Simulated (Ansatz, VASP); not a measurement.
# Two plane-wave programs on YSc2Pt2

```xyz
5
Lattice="3.4834 0.0000 0.0000 -1.7417 3.0167 0.0000 0.0000 0.0000 9.1074" Properties=species:S:1:pos:R:3 pbc="T T T"
Y     0.0000    0.0000    0.0000
Sc    0.0000    2.0111    1.2842
Sc    1.7417    1.0056    7.8233
Pt    0.0000    2.0111    6.0747
Pt    1.7417    1.0056    3.0328
```

Alike in both runs: task single point; functional PBE; k mesh 6 × 6 × 2; occupations gaussian, width 0.1 eV; no spin polarisation.

```csv
,VASP,Ansatz
version,VASP 6.6.1,Ansatz 0.2.0
potentials or method,"VASP PAW PBE potentials, release 64 (Y_sv, Sc_sv, Pt), cutoff 520 eV","scalar-relativistic, plane waves, PAW"
valence electrons in the cell,53,69
```

|  | VASP | Ansatz | Ansatz less VASP |
| --- | --- | --- | --- |
| gap on the k mesh at the Fermi level (eV) | none | none | - |
| pressure (GPa) | 18.2 | 17.6 | -0.63 |
| traceless stress, the component that is largest in VASP (GPa) | -8.57 | -8.40 | +0.172 |
| rms of the force components (eV/Å) | 2.127 | 2.088 | -0.0388 |

Atom by atom the forces differ by 0.039 eV/Å (rms over components). A gap of «none» marks a metal or a gap that the smearing closes. VASP's potentials hold 53 valence electrons a cell and Ansatz's 69, so a difference there can come from the potentials and not from the codes.

Spin-orbit coupling is off throughout.
